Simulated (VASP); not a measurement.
# KBr in VASP: further runs

KBr is run at these levels: HSE06; tasks: single point.

All numbers are computed with VASP 6.6.1; they aren't measurements. Logs are shortened: lines on timing, memory, paths and dates and some standing lists are left out, and cuts for length are marked.

## 1. The cell of the first run

The structure is trigonal, space group R-3m (No. 166). The conventional cell has a = 4.670 Å, b = 4.670 Å, c = 11.732 Å, α = 90.00°, β = 90.00°, γ = 120.00°. Within 4.4 Å of K (site symmetry -3m) lie 6 Br at 3.33 Å. Br (site symmetry -3m) has 6 K at 3.33 Å within 4.4 Å.

## 2. Single point, HSE06 (strain along [111] +2.6%)

Contents of POSCAR:

```
KBr
1.0
    0.0563583628      3.3586061829      3.3586061829
    3.3586061829      0.0563583628      3.3586061829
    3.3586061829      3.3586061829      0.0563583628
K Br
1 1
Direct
    0.0000000000      0.0000000000      0.0000000000
    0.5000000000      0.5000000000      0.5000000000
```

Contents of INCAR.step1:

```
PREC = Accurate
ENCUT = 520
EDIFF = 1E-5
ISMEAR = 0
SIGMA = 0.01
LREAL = False
LASPH = True
NELM = 80
ALGO = Normal
ISIF = 2
LWAVE = True
LCHARG = False
GGA = PE
NBANDS = 15
```

Contents of INCAR.step2:

```
PREC = Accurate
ENCUT = 520
EDIFF = 1E-6
ISMEAR = 0
SIGMA = 0.01
LREAL = False
LASPH = True
NELM = 80
ALGO = Normal
ISIF = 2
LWAVE = False
LCHARG = False
GGA = PE
LHFCALC = True
HFSCREEN = 0.2079
PRECFOCK = Normal
ISTART = 1
NBANDS = 15
```

Contents of KPOINTS:

```
regular mesh
0
Gamma
  4 4 4
```

Potentials or basis: VASP PAW PBE potentials, release 64 (K_sv, Br).

On the command line:

```sh
> cat potpaw_PBE.64/K_sv/POTCAR potpaw_PBE.64/Br/POTCAR > POTCAR
> cp INCAR.step1 INCAR
> mpirun -np 1 vasp_std > vasp.out
> cp INCAR.step2 INCAR
> mpirun -np 1 vasp_std > vasp.out
```

OUTCAR:

```text
PREC = Accurate
   ENCUT = 520
   EDIFF = 1E-6
   ISMEAR = 0
   LREAL = False
   LASPH = True
   NELM = 80
   ISIF = 2
   GGA = PE
   LHFCALC = True
   HFSCREEN = 0.2079
   PRECFOCK = Normal
   ISTART = 1

 ion  position               nearest neighbor table
   1  0.000  0.000  0.000-
   2  0.500  0.500  0.500-

  LATTYP: Found a trigonal (rhomboedric) cell.
 ALAT       =     4.7501207615
 COS(alpha) =     0.5167075365

  Lattice vectors:

 A1 = (   0.0563583628,   3.3586061829,   3.3586061829)
 A2 = (   3.3586061829,   0.0563583628,   3.3586061829)
 A3 = (   3.3586061829,   3.3586061829,   0.0563583628)

Analysis of symmetry for initial positions (statically):
=====================================================================
 Subroutine PRICEL returns:
 Original cell was already a primitive cell.

 Routine SETGRP: Setting up the symmetry group for a
 trigonal (rhombohedral) supercell.

 Subroutine GETGRP returns: Found 12 space group operations
 (whereof 12 operations were pure point group operations)
 out of a pool of 12 trial point group operations.

The static configuration has the point symmetry D_3d.

Analysis of symmetry for dynamics (positions and initial velocities):
=====================================================================
 Subroutine PRICEL returns:
 Original cell was already a primitive cell.

 Routine SETGRP: Setting up the symmetry group for a
 trigonal (rhombohedral) supercell.

 Subroutine GETGRP returns: Found 12 space group operations
 (whereof 12 operations were pure point group operations)
 out of a pool of 12 trial point group operations.

The dynamic configuration has the point symmetry D_3d.

 Subroutine INISYM returns: Found 12 space group operations
 (whereof 12 operations are pure point group operations),
 and found     1 'primitive' translations

----------------------------------------------------------------------------------------

                                     Primitive cell

  volume of cell :      73.8647

  direct lattice vectors                    reciprocal lattice vectors
     0.056358363  3.358606183  3.358606183    -0.152671814  0.150152218  0.150152218
     3.358606183  0.056358363  3.358606183     0.150152218 -0.152671814  0.150152218
     3.358606183  3.358606183  0.056358363     0.150152218  0.150152218 -0.152671814

  length of vectors
     4.750120761  4.750120761  4.750120761     0.261534051  0.261534051  0.261534051

  position of ions in fractional coordinates (direct lattice)
     0.000000000  0.000000000  0.000000000
     0.500000000  0.500000000  0.500000000

  ion indices of the primitive-cell ions
   primitive index   ion index
                 1           1
                 2           2

----------------------------------------------------------------------------------------

 KPOINTS: regular mesh

Automatic generation of k-mesh.
 Grid dimensions read from file:
 generate k-points for:    4    4    4

 Generating k-lattice:

  Cartesian coordinates                     Fractional coordinates (reciprocal lattice)
    -0.038167954  0.037538054  0.037538054     0.250000000  0.000000000  0.000000000
     0.037538054 -0.038167954  0.037538054     0.000000000  0.250000000  0.000000000
     0.037538054  0.037538054 -0.038167954     0.000000000  0.000000000  0.250000000

  Length of vectors
     0.065383513  0.065383513  0.065383513

  Shift w.r.t. Gamma in fractional coordinates (k-lattice)
     0.000000000  0.000000000  0.000000000

 Subroutine IBZKPT returns following result:
 ===========================================

 Found     13 irreducible k-points:

 Following reciprocal coordinates:
            Coordinates               Weight
  0.000000  0.000000  0.000000      1.000000
  0.250000  0.000000  0.000000      6.000000
  0.500000  0.000000  0.000000      3.000000
  0.250000  0.250000  0.000000      6.000000
  0.500000  0.250000  0.000000     12.000000
 -0.250000  0.250000  0.000000      6.000000
  0.500000  0.500000  0.000000      3.000000
  0.250000  0.250000  0.250000      2.000000
  0.500000  0.250000  0.250000      6.000000
 -0.250000  0.250000  0.250000      6.000000
  0.500000  0.500000  0.250000      6.000000
 -0.250000  0.500000  0.250000      6.000000
  0.500000  0.500000  0.500000      1.000000
   k-points           NKPTS =     13   k-points in BZ     NKDIM =     64   number of bands    NBANDS=     15
   number of dos      NEDOS =    301   number of ions     NIONS =      2
   total plane-waves  NPLWV =  46656
   dimension x,y,z NGX =    36 NGY =   36 NGZ =   36
   dimension x,y,z NGXF=    72 NGYF=   72 NGZF=   72
   ions per type =               1   1
   NGX,Y,Z   is equivalent  to a cutoff of  12.60, 12.60, 12.60 a.u.
   NGXF,Y,Z  is equivalent  to a cutoff of  25.20, 25.20, 25.20 a.u.
 SYSTEM =  unknown system
   PREC   = accura    normal or accurate (medium, high low for compatibility)
   ISTART =      1    job   : 0-new  1-cont  2-samecut
   ICHARG =      0    charge: 1-file 2-atom 10-const
   ISPIN  =      1    spin polarized calculation?
   LNONCOLLINEAR =      F non collinear calculations
   LSORBIT =      F    spin-orbit coupling
   LASPH  =      T    aspherical Exc in radial PAW
   ENCUT  =  520.0 eV  38.22 Ry    6.18 a.u.   8.83  8.83  8.83*2*pi/ulx,y,z
   NELM   =     80;   NELMIN=  2; NELMDL=  0     # of ELM steps
   EDIFF  = 0.1E-05   stopping-criterion for ELM
   LREAL  =      F    real-space projection
   EDIFFG = 0.1E-04   stopping-criterion for IOM
   NSW    =      0    number of steps for IOM
   IBRION =     -1    ionic relax: 0-MD 1-quasi-New 2-CG
   NFREE  =      0    steps in history (QN), initial steepest desc. (CG)
   ISIF   =      2    stress and relaxation
   ISYM   =      3    0-nonsym 1-usesym 2-fastsym
   POTIM  = 0.5000    time-step for ionic-motion
   TEBEG  =    0.0;   TEEND  =   0.0 temperature during run
   PSTRESS=    0.0 pullay stress
   NELECT =      16.0000    total number of electrons
   NUPDOWN=      -1.0000    fix difference up-down
   EMIN   =  10.00;   EMAX   =-10.00  energy-range for DOS
   EFERMI =   0.00;   METHOD = LEGACY
   ISMEAR =     0;   SIGMA  =   0.01  broadening in eV -4-tet -1-fermi 0-gaus
   EFERMI_NEDOS =   21; number of points for ismear=-14 and -15
   IALGO  =     38    algorithm
   IMIX   =      1    mixing-type and parameters
     AMIX     =   0.40;   BMIX     =  1.00
     AMIX_MAG =   1.60;   BMIX_MAG =  1.00
  volume/ion in A,a.u.               =      36.93       249.23
  Fermi-wavevector in a.u.,A,eV,Ry     =   0.983186  1.857953 13.152144  0.966655
  Thomas-Fermi vector in A             =   2.114325
   LORBIT       =      0    0 simple, 1 ext, 2 COOP (PROOUT), +10 PAW based schemes
   GGA     = PE    functional components
   LHFCALC =     T    Hartree Fock is set to
   PRECFOCK=normal    Normal, Fast or Accurate (Low or Medium for compatibility)
   ENCUT4O =  -1.0   cutoff for four orbital integrals eV
   NKREDX  =     1    reduce k-point grid by
   NKREDY  =     1    reduce k-point grid by
   NKREDZ  =     1    reduce k-point grid by
   AEXX    =    0.2500 exact exchange contribution
   HFSCREEN=    0.2079 screening length (either q_TF or 0.3 A-1)
   HFSCREENC=   0.2079 screening length for correlation (either q_TF or 0.3 A-1)
   ENCUTFOCK=  -1.0 apply spherical cutoff to Coloumb kernel
   IVDW    =     0    specifies the selected vdW correction
   LEPSILON=     F    determine dielectric tensor
   LRPA    =     F    only Hartree local field effects (RPA)
 non-spin polarized calculation
 Gauss-broadening in eV      SIGMA  =   0.01
  energy-cutoff  :      520.00
  volume of cell :       73.86
 maximum number of plane-waves:      1998
  NGX = 28; NGY = 28; NGZ = 28

 number of electron      15.9999998 magnetization

 Free energy of the ion-electron system (eV)
  ---------------------------------------------------
  ext. energy  EPLUGINS =         0.00000000
  ---------------------------------------------------
  free energy    TOTEN  =        -7.17144504 eV

  energy without entropy =       -7.17144504  energy(sigma->0) =       -7.17144504

 E-fermi :  -2.6280     XC(G=0):  -6.0968

 val. band max:       -2.6958129090   @ k =   0.0000   0.0000   0.0000
 cond. band min:       2.8023072179   @ k =   0.0000   0.0000   0.0000
 fundamental gap:      5.4981201269
 Fermi energy:        -2.6279680536

 k-point     1 :       0.0000    0.0000    0.0000
  band No.  band energies     occupation
      1     -32.7456      2.00000
      2     -16.0041      2.00000
      3     -14.8680      2.00000
      4     -14.8680      2.00000
      5     -14.8653      2.00000
      6      -2.7539      2.00000
      7      -2.6958      2.00000
      8      -2.6958      2.00000
      9       2.8023      0.00000
     10       6.1034      0.00000
     11       6.3104      0.00000
     12       6.3104      0.00000
     13       7.1776      0.00000
     14       7.1776      0.00000
     15       9.9524      0.00000

 k-point     2 :       0.2500    0.0000    0.0000
  band No.  band energies     occupation
      1     -32.7430      2.00000
      2     -16.0902      2.00000
      3     -14.8706      2.00000
      4     -14.8668      2.00000
      5     -14.7406      2.00000
      6      -3.3648      2.00000
      7      -2.9159      2.00000
      8      -2.8659      2.00000
      9       4.0557      0.00000
     10       6.0492      0.00000
     11       6.8618      0.00000
     12       7.0409      0.00000
     13       7.9169      0.00000
     14       7.9637      0.00000
     15      10.9771      0.00000

 k-point     3 :       0.5000    0.0000    0.0000
  band No.  band energies     occupation
      1     -32.7404      2.00000
      2     -16.1628      2.00000
      3     -14.8732      2.00000
      4     -14.8679      2.00000
      5     -14.6262      2.00000
      6      -3.8883      2.00000
      7      -3.0732      2.00000
      8      -3.0248      2.00000
      9       4.9637      0.00000
     10       6.7811      0.00000
     11       8.4519      0.00000
     12       8.5207      0.00000
     13       8.6296      0.00000
     14       8.6952      0.00000
     15       9.6346      0.00000

 k-point     4 :       0.2500    0.2500    0.0000
  band No.  band energies     occupation
      1     -32.7423      2.00000
      2     -16.0428      2.00000
      3     -14.8840      2.00000
      4     -14.8832      2.00000
      5     -14.7811      2.00000
      6      -3.4084      2.00000
      7      -2.9037      2.00000
      8      -2.8573      2.00000
      9       4.2954      0.00000
     10       5.0762      0.00000
     11       7.6284      0.00000
     12       7.6724      0.00000
     13       7.8070      0.00000
     14       8.2004      0.00000
     15      10.5193      0.00000
[... 109 lines left out ...]
 k-point    11 :       0.5000    0.5000    0.2500
  band No.  band energies     occupation
      1     -32.7400      2.00000
      2     -16.0546      2.00000
      3     -14.9057      2.00000
      4     -14.8855      2.00000
      5     -14.7435      2.00000
      6      -3.6035      2.00000
      7      -3.1757      2.00000
      8      -2.9907      2.00000
      9       5.1646      0.00000
     10       5.9805      0.00000
     11       7.4608      0.00000
     12       8.3255      0.00000
     13       8.5623      0.00000
     14       9.0342      0.00000
     15       9.7488      0.00000

 k-point    12 :      -0.2500    0.5000    0.2500
  band No.  band energies     occupation
      1     -32.7390      2.00000
      2     -15.9907      2.00000
      3     -14.9294      2.00000
      4     -14.9206      2.00000
      5     -14.7728      2.00000
      6      -3.3245      2.00000
      7      -3.3074      2.00000
      8      -3.2426      2.00000
      9       5.8869      0.00000
     10       5.9033      0.00000
     11       6.7668      0.00000
     12       7.6690      0.00000
     13       9.3311      0.00000
     14       9.7681      0.00000
     15       9.9296      0.00000

 k-point    13 :       0.5000    0.5000    0.5000
  band No.  band energies     occupation
      1     -32.7411      2.00000
      2     -16.1784      2.00000
      3     -14.8705      2.00000
      4     -14.8705      2.00000
      5     -14.6091      2.00000
      6      -3.8977      2.00000
      7      -2.9952      2.00000
      8      -2.9952      2.00000
      9       4.9765      0.00000
     10       6.6650      0.00000
     11       8.5326      0.00000
     12       8.5326      0.00000
     13       8.6572      0.00000
     14       8.6572      0.00000
     15       9.5645      0.00000

------------------------ aborting loop because EDIFF is reached ----------------------------------------

  FORCE on cell =-STRESS in cart. coord.  units (eV):
  Direction    XX          YY          ZZ          XY          YZ          ZX
  --------------------------------------------------------------------------------------
  -------------------------------------------------------------------------------------
  Total        0.0245406      0.0245406      0.0245406     -0.0440966     -0.0440966     -0.0440966
  in kB        0.5323039      0.5323039      0.5323039     -0.9564855     -0.9564855     -0.9564855
  external PRESSURE =       0.5323039 kB  Pullay stress =       0.0000000 kB

 VOLUME and BASIS-vectors are now :
 -----------------------------------------------------------------------------
  energy-cutoff  :      520.00
  volume of cell :       73.86
      direct lattice vectors                 reciprocal lattice vectors
     0.056358363  3.358606183  3.358606183    -0.152671814  0.150152218  0.150152218
     3.358606183  0.056358363  3.358606183     0.150152218 -0.152671814  0.150152218
     3.358606183  3.358606183  0.056358363     0.150152218  0.150152218 -0.152671814

 POSITION                                       TOTAL-FORCE (eV/Angst)
 -----------------------------------------------------------------------------------
      0.00000      0.00000      0.00000         0.000000     -0.000000      0.000000
      3.38679      3.38679      3.38679        -0.000000      0.000000     -0.000000
 -----------------------------------------------------------------------------------
    total drift:                               -0.000001      0.000000     -0.000001

  FREE ENERGIE OF THE ION-ELECTRON SYSTEM (eV)
  ---------------------------------------------------
  free  energy   TOTEN  =        -7.1714450444 eV

  energy  without entropy=       -7.1714450444  energy(sigma->0) =       -7.17144504
```

It took 8.4 min on 1 thread of Intel Xeon Platinum 8488C (Sapphire Rapids), shared host; peak memory 0.33 GiB.

Results:

* Free energy: -7.1714 eV
* Pressure: 0.1 GPa
* Band gap on the k mesh: 5.50 eV

Caveat: the cell differs from its parent crystal (strain along [111] +2.6%); the PAW data sets were made with another functional, which shifts forces and pressure a little.

## 3. Single point, HSE06 (uniaxial x strain +4.5%)

Contents of POSCAR:

```
KBr
1.0
    0.0000000000      3.3022478201      3.3022478201
    3.4515094216      0.0000000000      3.3022478201
    3.4515094216      3.3022478201      0.0000000000
K Br
1 1
Direct
    0.0000000000      0.0000000000      0.0000000000
    0.5000000000      0.5000000000      0.5000000000
```

Contents of INCAR.step1:

```
  PREC = Accurate
  ENCUT = 520
  EDIFF = 1E-5
  ISMEAR = 0
  SIGMA = 0.01
  LREAL = False
  LASPH = True
  NELM = 80
  ALGO = Normal
  ISIF = 2
  LWAVE = True
  LCHARG = False
  NBANDS = 15
  GGA = PE
```

Contents of INCAR.step2:

```
  PREC = Accurate
  ENCUT = 520
  EDIFF = 1E-6
  ISMEAR = 0
  SIGMA = 0.01
  LREAL = False
  LASPH = True
  NELM = 80
  ALGO = Normal
  ISIF = 2
  LWAVE = False
  LCHARG = False
  GGA = PE
  LHFCALC = True
  HFSCREEN = 0.2079
  PRECFOCK = Normal
  NBANDS = 15
  ISTART = 1
```

KPOINTS is that of step 2.

Potentials or basis: VASP PAW PBE potentials, release 64 (K_sv, Br).

On the command line:

```sh
> cat potpaw_PBE.64/K_sv/POTCAR potpaw_PBE.64/Br/POTCAR > POTCAR
> cp INCAR.step1 INCAR
> mpirun -np 1 vasp_std > vasp.out
> cp INCAR.step2 INCAR
> mpirun -np 1 vasp_std > vasp.out
```

It took 8.3 min on 1 thread of Intel Xeon Platinum 8488C (Sapphire Rapids), shared host; peak memory 0.33 GiB.

It converged, with:

```yaml
Free_energy: -7.1647 eV
Pressure: -0.1 GPa
Band_gap_on_the_k_mesh: 5.46 eV
```

Stress tensor (GPa, compression positive):
```
-0.81  0.00  0.00
 0.00  0.21  0.00
 0.00  0.00  0.21
```

Levels at points of the mesh, in eV from the valence-band top:
```
           k point  band 4  band 5  band 6  band 7  band 8  band 9  band 10  band 11  band 12  band 13
(0.00, 0.00, 0.00)  -12.19  -12.19   -0.01    0.00    0.00    5.46     8.77     9.04     9.04     9.77
(0.50, 0.00, 0.00)  -12.19  -11.94   -1.14   -0.31   -0.31    7.63     9.38    11.05    11.24    11.26
(0.50, 0.50, 0.00)  -12.23  -12.22   -0.80   -0.33   -0.29    7.09     8.33    10.58    10.92    11.15
(0.00, 0.50, 0.50)  -12.21  -12.21   -0.84   -0.25   -0.25    7.15     8.28    10.34    10.83    11.12
```

Caveat: the cell differs from its parent crystal (uniaxial x strain +4.5%); the PAW data sets were made with another functional, which shifts forces and pressure a little.
